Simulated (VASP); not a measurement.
# Sr2Li3Mo (P6/mmm) in VASP: a series of runs

Sr2Li3Mo is run at these levels: PBE; tasks: single point, relaxation of cell and atoms.

Everything below comes from runs of VASP 6.6.1. Logs are shortened: lines on timing, memory, paths and dates and some standing lists are left out, and cuts for length are marked.

### Step 1. The cell of the first run

The structure is hexagonal, space group P6/mmm (No. 191). Conventional cell: a = 4.531 Å, b = 4.531 Å, c = 7.690 Å, α = 90.00°, β = 90.00°, γ = 120.00°. Within 2.4 Å of Li (site symmetry 6mm) lie 1 Mo at 1.78 Å and 1 Li at 2.07 Å. Within 2.7 Å of Li (site symmetry 6/mmm) lie 2 Li at 2.07 Å. Sr (site symmetry -6m2) has 3 Sr at 2.62 Å and 3 Mo at 2.62 Å and 6 Li at 3.16 Å within 3.5 Å. Within 2.4 Å of Mo (site symmetry 6/mmm) lie 2 Li at 1.78 Å.

The cell was generated, and may not be a known phase.

### Step 2. Single point, PBE

Input file INCAR:

```
SYSTEM = Sr2Li3Mo
PREC     = Accurate       ! precision mode
ENCUT    = 520            ! plane-wave cutoff, eV
EDIFF    = 1E-6           ! SCF threshold, eV
ISMEAR   = 0              ! smearing method
SIGMA    = 0.1            ! smearing width, eV
LREAL    = .False.        ! projectors in reciprocal space
LASPH    = .True.         ! aspherical terms in the spheres
NELM     = 100            ! most SCF steps
ALGO     = Normal         ! electronic algorithm
ISIF     = 2              ! what is computed and relaxed
LWAVE    = .False.        ! write WAVECAR
LCHARG   = .False.        ! write CHGCAR
GGA      = PE             ! functional
NBANDS   = 30             ! bands
```

Input file KPOINTS:

```
regular mesh
0
Gamma
  6 6 2
  0 0 0
```

Input file POSCAR:

```
Sr2Li3Mo
1.0
    4.5312684600      0.0000000000      0.0000000000
   -2.2656342300      3.9241936000      0.0000000000
    0.0000000000      0.0000000000      7.6897139600
Li Sr Mo
3 2 1
Direct
    0.0000000000      0.0000000000      0.2309821600
    0.0000000000      0.0000000000      0.7690178400
    0.0000000000      0.0000000000      0.5000000000
    0.3333333300      0.6666666700      0.0000000000
    0.6666666700      0.3333333300      0.0000000000
    0.0000000000      0.0000000000      0.0000000000
```

Potentials or basis: VASP PAW PBE potentials, release 64 (Li_sv, Sr_sv, Mo_sv).

The run is started by

```bash
$ cat potpaw_PBE.64/Li_sv/POTCAR potpaw_PBE.64/Sr_sv/POTCAR potpaw_PBE.64/Mo_sv/POTCAR > POTCAR
$ mpirun -np 1 vasp_std > vasp.out
```

OUTCAR:

```text
SYSTEM = Sr2Li3Mo
   PREC = Accurate
   ENCUT = 520
   EDIFF = 1E-6
   ISMEAR = 0
   LREAL = .False.
   LASPH = .True.
   NELM = 100
   ISIF = 2
   GGA = PE

 ion  position               nearest neighbor table
   1  0.000  0.000  0.231-   6 1.78   3 2.07   5 3.16   4 3.16   5 3.16   4 3.16   5 3.16   4 3.16

   2  0.000  0.000  0.769-   6 1.78   3 2.07   5 3.16   4 3.16   5 3.16   4 3.16   5 3.16   4 3.16

   3  0.000  0.000  0.500-   1 2.07   2 2.07
   4  0.333  0.667  0.000-   6 2.62   5 2.62   5 2.62   6 2.62   6 2.62   5 2.62   1 3.16   2 3.16
                             1 3.16   2 3.16   1 3.16   2 3.16
   5  0.667  0.333  0.000-   6 2.62   4 2.62   4 2.62   6 2.62   6 2.62   4 2.62   1 3.16   2 3.16
                             2 3.16   1 3.16   2 3.16   1 3.16
   6  0.000  0.000  0.000-   1 1.78   2 1.78   4 2.62   5 2.62   5 2.62   4 2.62   5 2.62   4 2.62

  LATTYP: Found a hexagonal cell.
 ALAT       =     4.5312684600
 C/A-ratio  =     1.6970334086

  Lattice vectors:

 A1 = (   4.5312684600,   0.0000000000,   0.0000000000)
 A2 = (  -2.2656342300,   3.9241936000,   0.0000000000)
 A3 = (   0.0000000000,   0.0000000000,   7.6897139600)

Analysis of symmetry for initial positions (statically):
=====================================================================
 Subroutine PRICEL returns:
 Original cell was already a primitive cell.

 Routine SETGRP: Setting up the symmetry group for a
 hexagonal supercell.

 Subroutine GETGRP returns: Found 24 space group operations
 (whereof 24 operations were pure point group operations)
 out of a pool of 24 trial point group operations.

The static configuration has the point symmetry D_6h.

Analysis of symmetry for dynamics (positions and initial velocities):
=====================================================================
 Subroutine PRICEL returns:
 Original cell was already a primitive cell.

 Routine SETGRP: Setting up the symmetry group for a
 hexagonal supercell.

 Subroutine GETGRP returns: Found 24 space group operations
 (whereof 24 operations were pure point group operations)
 out of a pool of 24 trial point group operations.

The dynamic configuration has the point symmetry D_6h.

 Subroutine INISYM returns: Found 24 space group operations
 (whereof 24 operations are pure point group operations),
 and found     1 'primitive' translations

----------------------------------------------------------------------------------------

                                     Primitive cell

  volume of cell :     136.7352

  direct lattice vectors                    reciprocal lattice vectors
     4.531268460  0.000000000  0.000000000     0.220688756  0.127414713  0.000000000
    -2.265634230  3.924193600  0.000000000     0.000000000  0.254829425  0.000000000
     0.000000000  0.000000000  7.689713960     0.000000000  0.000000000  0.130043849

  length of vectors
     4.531268460  4.531268462  7.689713960     0.254829425  0.254829425  0.130043849

  position of ions in fractional coordinates (direct lattice)
     0.000000000  0.000000000  0.230982160
     0.000000000  0.000000000  0.769017840
     0.000000000  0.000000000  0.500000000
     0.333333330  0.666666670  0.000000000
     0.666666670  0.333333330  0.000000000
     0.000000000  0.000000000  0.000000000

  ion indices of the primitive-cell ions
   primitive index   ion index
                 1           1
                 2           2
                 3           3
                 4           4
                 5           5
                 6           6

----------------------------------------------------------------------------------------

 KPOINTS: regular mesh

Automatic generation of k-mesh.
 Grid dimensions read from file:
 generate k-points for:    6    6    2

 Generating k-lattice:

  Cartesian coordinates                     Fractional coordinates (reciprocal lattice)
     0.036781459  0.021235785  0.000000000     0.166666667 -0.000000000  0.000000000
     0.000000000  0.042471571  0.000000000     0.000000000  0.166666667  0.000000000
     0.000000000  0.000000000  0.065021924     0.000000000  0.000000000  0.500000000

  Length of vectors
     0.042471571  0.042471571  0.065021924

  Shift w.r.t. Gamma in fractional coordinates (k-lattice)
     0.000000000  0.000000000  0.000000000

 Subroutine IBZKPT returns following result:
 ===========================================

 Found     14 irreducible k-points:

 Following reciprocal coordinates:
            Coordinates               Weight
  0.000000  0.000000  0.000000      1.000000
  0.166667 -0.000000  0.000000      6.000000
  0.333333 -0.000000  0.000000      6.000000
  0.500000  0.000000  0.000000      3.000000
  0.166667  0.166667  0.000000      6.000000
  0.333333  0.166667  0.000000     12.000000
  0.333333  0.333333  0.000000      2.000000
  0.000000  0.000000  0.500000      1.000000
  0.166667 -0.000000  0.500000      6.000000
  0.333333 -0.000000  0.500000      6.000000
  0.500000  0.000000  0.500000      3.000000
  0.166667  0.166667  0.500000      6.000000
  0.333333  0.166667  0.500000     12.000000
  0.333333  0.333333  0.500000      2.000000
   k-points           NKPTS =     14   k-points in BZ     NKDIM =     14   number of bands    NBANDS=     30
   number of dos      NEDOS =    301   number of ions     NIONS =      6
   total plane-waves  NPLWV =  77760
   dimension x,y,z NGX =    36 NGY =   36 NGZ =   60
   dimension x,y,z NGXF=    72 NGYF=   72 NGZF=  120
   ions per type =               3   2   1
   NGX,Y,Z   is equivalent  to a cutoff of  13.21, 13.21, 12.97 a.u.
   NGXF,Y,Z  is equivalent  to a cutoff of  26.42, 26.42, 25.94 a.u.
 SYSTEM =  Sr2Li3Mo
   PREC   = accura    normal or accurate (medium, high low for compatibility)
   ISTART =      0    job   : 0-new  1-cont  2-samecut
   ICHARG =      2    charge: 1-file 2-atom 10-const
   ISPIN  =      1    spin polarized calculation?
   LNONCOLLINEAR =      F non collinear calculations
   LSORBIT =      F    spin-orbit coupling
   LASPH  =      T    aspherical Exc in radial PAW
   ENCUT  =  520.0 eV  38.22 Ry    6.18 a.u.   8.43  8.43 14.30*2*pi/ulx,y,z
   NELM   =    100;   NELMIN=  2; NELMDL= -5     # of ELM steps
   EDIFF  = 0.1E-05   stopping-criterion for ELM
   LREAL  =      F    real-space projection
[... 7 lines left out ...]
   TEBEG  =    0.0;   TEEND  =   0.0 temperature during run
   PSTRESS=    0.0 pullay stress
   NELECT =      43.0000    total number of electrons
   NUPDOWN=      -1.0000    fix difference up-down
   EMIN   =  10.00;   EMAX   =-10.00  energy-range for DOS
   EFERMI =   0.00;   METHOD = LEGACY
   ISMEAR =     0;   SIGMA  =   0.10  broadening in eV -4-tet -1-fermi 0-gaus
   EFERMI_NEDOS =   21; number of points for ismear=-14 and -15
   IALGO  =     38    algorithm
   IMIX   =      4    mixing-type and parameters
     AMIX     =   0.40;   BMIX     =  1.00
     AMIX_MAG =   1.60;   BMIX_MAG =  1.00
  volume/ion in A,a.u.               =      22.79       153.79
  Fermi-wavevector in a.u.,A,eV,Ry     =   1.113279  2.103793 16.862939  1.239391
  Thomas-Fermi vector in A             =   2.249863
   LORBIT       =      0    0 simple, 1 ext, 2 COOP (PROOUT), +10 PAW based schemes
   GGA     = PE    functional components
   LHFCALC =     F    Hartree Fock is set to
   AEXX    =    0.0000 exact exchange contribution
   IVDW    =     0    specifies the selected vdW correction
   LEPSILON=     F    determine dielectric tensor
   LRPA    =     F    only Hartree local field effects (RPA)
 non-spin polarized calculation
 Gauss-broadening in eV      SIGMA  =   0.10
  energy-cutoff  :      520.00
  volume of cell :      136.74
 maximum number of plane-waves:      3755
 NGX is ok and might be reduce to    36
   NGX = 17   NGY = 17   NGZ = 29

 number of electron      43.0000001 magnetization

 Free energy of the ion-electron system (eV)
  ---------------------------------------------------
  ext. energy  EPLUGINS =         0.00000000
  ---------------------------------------------------
  free energy    TOTEN  =        -3.87711119 eV

  energy without entropy =       -3.84042368  energy(sigma->0) =       -3.85876743

 E-fermi :   2.6900     XC(G=0):  -8.3186

 val. band max:        2.6899572839   @ k =   0.3333   0.3333   0.0000
 cond. band min:       2.6909007525   @ k =   0.5000   0.0000   0.5000
 fundamental gap:      0.0009434686
 Fermi energy:         2.6899621183

 k-point     1 :       0.0000    0.0000    0.0000
  band No.  band energies     occupation
      1     -56.8237      2.00000
      2     -45.9052      2.00000
      3     -44.7071      2.00000
      4     -44.5480      2.00000
      5     -32.8219      2.00000
      6     -31.3418      2.00000
[... 22 lines left out ...]
     29       7.4531      0.00000
     30       7.7444      0.00000

 k-point     2 :       0.1667   -0.0000    0.0000
  band No.  band energies     occupation
      1     -56.8234      2.00000
      2     -45.9051      2.00000
      3     -44.7070      2.00000
      4     -44.5478      2.00000
      5     -32.8374      2.00000
      6     -31.4617      2.00000
[... 22 lines left out ...]
     29       6.7665      0.00000
     30       6.8611      0.00000

 k-point     3 :       0.3333   -0.0000    0.0000
  band No.  band energies     occupation
      1     -56.8227      2.00000
      2     -45.9051      2.00000
      3     -44.7070      2.00000
      4     -44.5478      2.00000
      5     -32.8254      2.00000
      6     -31.7385      2.00000
[... 22 lines left out ...]
     29       6.2484      0.00000
     30       6.7272      0.00000

 k-point     4 :       0.5000    0.0000    0.0000
  band No.  band energies     occupation
      1     -56.8223      2.00000
      2     -45.9051      2.00000
      3     -44.7069      2.00000
      4     -44.5477      2.00000
      5     -32.7922      2.00000
      6     -31.8956      2.00000
[... 22 lines left out ...]
     29       6.0189      0.00000
     30       6.8819      0.00000

 k-point     5 :       0.1667    0.1667    0.0000
  band No.  band energies     occupation
      1     -56.8228      2.00000
      2     -45.9051      2.00000
      3     -44.7070      2.00000
      4     -44.5478      2.00000
      5     -32.8238      2.00000
      6     -31.7314      2.00000
[... 22 lines left out ...]
     29       6.7790      0.00000
     30       6.8604      0.00000
[... 196 lines left out ...]
     29       6.6463      0.00000
     30       6.7950      0.00000

 k-point    12 :       0.1667    0.1667    0.5000
  band No.  band energies     occupation
      1     -56.8228      2.00000
      2     -45.9057      2.00000
      3     -44.7006      2.00000
      4     -44.5536      2.00000
      5     -32.8238      2.00000
      6     -31.7314      2.00000
[... 22 lines left out ...]
     29       6.1114      0.00000
     30       6.5206      0.00000

 k-point    13 :       0.3333    0.1667    0.5000
  band No.  band energies     occupation
      1     -56.8223      2.00000
      2     -45.9057      2.00000
      3     -44.7005      2.00000
      4     -44.5536      2.00000
      5     -32.7343      2.00000
      6     -32.0599      2.00000
[... 22 lines left out ...]
     29       6.8489      0.00000
     30       7.6048      0.00000

 k-point    14 :       0.3333    0.3333    0.5000
  band No.  band energies     occupation
      1     -56.8221      2.00000
      2     -45.9057      2.00000
      3     -44.7005      2.00000
      4     -44.5536      2.00000
      5     -32.4640      2.00000
      6     -32.4640      2.00000
[... 22 lines left out ...]
     29       8.5315      0.00000
     30       8.5315      0.00000

------------------------ aborting loop because EDIFF is reached ----------------------------------------

  FORCE on cell =-STRESS in cart. coord.  units (eV):
  Direction    XX          YY          ZZ          XY          YZ          ZX
  --------------------------------------------------------------------------------------
  -------------------------------------------------------------------------------------
  Total       24.6366779     24.6366779     27.8109311      0.0000000     -0.0000000      0.0000000
  in kB      288.6770938    288.6770941    325.8709958      0.0000000     -0.0000000      0.0000000
  external PRESSURE =     301.0750612 kB  Pullay stress =       0.0000000 kB

 VOLUME and BASIS-vectors are now :
 -----------------------------------------------------------------------------
  energy-cutoff  :      520.00
  volume of cell :      136.74
      direct lattice vectors                 reciprocal lattice vectors
     4.531268460  0.000000000  0.000000000     0.220688756  0.127414713  0.000000000
    -2.265634230  3.924193600  0.000000000     0.000000000  0.254829425  0.000000000
     0.000000000  0.000000000  7.689713960     0.000000000  0.000000000  0.130043849

 POSITION                                       TOTAL-FORCE (eV/Angst)
 -----------------------------------------------------------------------------------
      0.00000      0.00000      1.77619         0.000000      0.000000      5.062143
      0.00000      0.00000      5.91353         0.000000     -0.000000     -5.062143
      0.00000      0.00000      3.84486         0.000000      0.000000      0.000000
     -0.00000      2.61613      0.00000         0.000000     -0.000000      0.000000
      2.26563      1.30806      0.00000        -0.000000      0.000000      0.000000
      0.00000      0.00000      0.00000         0.000000      0.000000      0.000000
 -----------------------------------------------------------------------------------
    total drift:                               -0.000000      0.000000     -0.000000

  FREE ENERGIE OF THE ION-ELECTRON SYSTEM (eV)
  ---------------------------------------------------
  free  energy   TOTEN  =        -3.8771111867 eV

  energy  without entropy=       -3.8404236824  energy(sigma->0) =       -3.85876743
```

It took 50 s on 1 thread of Intel Xeon 6975P-C (Granite Rapids), shared host; peak memory 0.29 GiB.

What came out:

```yaml
Free_energy: -3.8771 eV
Largest_force: 5.062 eV/Å
Band_gap_on_the_k_mesh: zero (an odd number of electrons rules out a gap without spin polarisation)
```

Forces on the atoms (eV/Å):
```
Li   0.000  0.000  5.062
Li   0.000  0.000 -5.062
Li   0.000  0.000  0.000
Sr   0.000  0.000  0.000
Sr   0.000  0.000  0.000
Mo   0.000  0.000  0.000
```

Caveat: the k points lie up to 0.41 Å⁻¹ apart, too coarse for converged energies and pressures of a metal; the cutoff is under 1.25 times the usual one of these potentials, so pressure, stress and relaxed cells hold a basis-set (Pulay) error; atoms lie so close that the PAW spheres overlap strongly, which falsifies energies and pressures; forces of over 1 eV/Å act on the atoms, so gaps and moduli don't describe the material at rest.

### Step 3. Relaxation of cell and atoms, PBE

Input file INCAR:

```
SYSTEM = Sr2Li3Mo
PREC = Accurate
ENCUT = 600
EDIFF = 1E-6
ISMEAR = 0
SIGMA = 0.1
LREAL = .FALSE.
LASPH = .TRUE.
NELM = 100
ALGO = Fast
ISIF = 3
LWAVE = .FALSE.
LCHARG = .FALSE.
GGA = PE
IBRION = 2
NSW = 90
EDIFFG = -0.04
```

Input file KPOINTS:

```
Automatic mesh
0
G
  6 6 2
  0 0 0
```

POSCAR is that of step 2.

Potentials or basis: VASP PAW PBE potentials, release 64 (Li_sv, Sr_sv, Mo_sv).

The run is started by

```bash
$ cat potpaw_PBE.64/Li_sv/POTCAR potpaw_PBE.64/Sr_sv/POTCAR potpaw_PBE.64/Mo_sv/POTCAR > POTCAR
$ mpirun -np 1 vasp_std > vasp.out
```

Wall time 19 min (1 thread of Intel Xeon 6975P-C (Granite Rapids), shared host); peak memory 0.36 GiB.

The run converged. Its results:

```
Free energy                           : -11.9354 eV
Relaxed volume                        : 44.04 Å³/atom
Relaxed cell                          : a = 5.480 Å, b = 5.480 Å, c = 10.162 Å, α = 90.00°, β = 90.00°, γ = 120.00°
Space group after relaxing (to 0.1 Å) : P6/mmm (No. 191)
Energy gained by relaxing             : 1345.4 meV/atom
Ionic steps                           : 9
Pressure after relaxing               : 0.0 GPa
Largest force after relaxing          : 0.025 eV/Å
Band gap on the k mesh                : zero (an odd number of electrons rules out a gap without spin polarisation)
```

Forces on the atoms (eV/Å):
```
Li   0.000  0.000 -0.025
Li   0.000  0.000  0.025
Li   0.000  0.000  0.000
Sr   0.000  0.000  0.000
Sr   0.000  0.000  0.000
Mo   0.000  0.000  0.000
```

The path:
| step | energy change (eV) | largest force (eV/Å) | pressure (GPa) | volume (Å³) |
| --- | --- | --- | --- | --- |
| 1 | 0.0000 | 5.0769 | 29.81 | 136.74 |
| 2 | -7.1900 | 1.0184 | 1.27 | 238.94 |
| 3 | -7.7311 | 0.9931 | 0.51 | 243.77 |
| 4 | -7.8734 | 0.7730 | 0.55 | 249.35 |
| 5 | -8.0576 | 0.2369 | -0.23 | 266.26 |
| 6 | -8.0593 | 0.2152 | -0.25 | 267.44 |
| 7 | -8.0599 | 0.1890 | -0.27 | 269.30 |
| 8 | -8.0718 | 0.0499 | -0.05 | 265.01 |
| 9 | -8.0722 | 0.0248 | 0.01 | 264.27 |

Final structure:
```
Li Sr Mo
1.0
     5.47981    0.00000    0.00000
    -2.73990    4.74565    0.00000
     0.00000    0.00000   10.16203
Li Sr Mo
3 2 1
Direct
  0.00000 0.00000 0.23947
  0.00000 0.00000 0.76053
  0.00000 0.00000 0.50000
  0.33333 0.66667 0.00000
  0.66667 0.33333 0.00000
  0.00000 0.00000 0.00000
```

Levels at points of the mesh, in eV from the Fermi level:
```tsv
k point	band 18	band 19	band 20	band 21	band 22	band 23	band 24	band 25
(0.00, 0.00, 0.00)	-0.47	-0.18	-0.11	-0.11	0.39	0.39	1.34	1.34
(0.50, 0.00, 0.00)	-0.60	-0.56	-0.46	-0.07	0.09	0.10	0.20	1.13
(0.00, 0.00, 0.50)	-0.47	-0.12	-0.12	0.39	0.39	0.55	0.97	1.36
(0.50, 0.00, 0.50)	-0.56	-0.55	-0.50	-0.28	-0.07	0.11	0.98	1.04
```

Caveat: the k points lie up to 0.31 Å⁻¹ apart in the final cell, too coarse for converged energies and pressures of a metal; the cutoff is under 1.25 times the usual one of these potentials, so pressure, stress and relaxed cells hold a basis-set (Pulay) error; the volume moved by over 15 % at a fixed basis, so the end points are rough.

[end of part 1 of 2]

The gap in the log of VASP goes by the Fermi energy; the results here count the filled bands.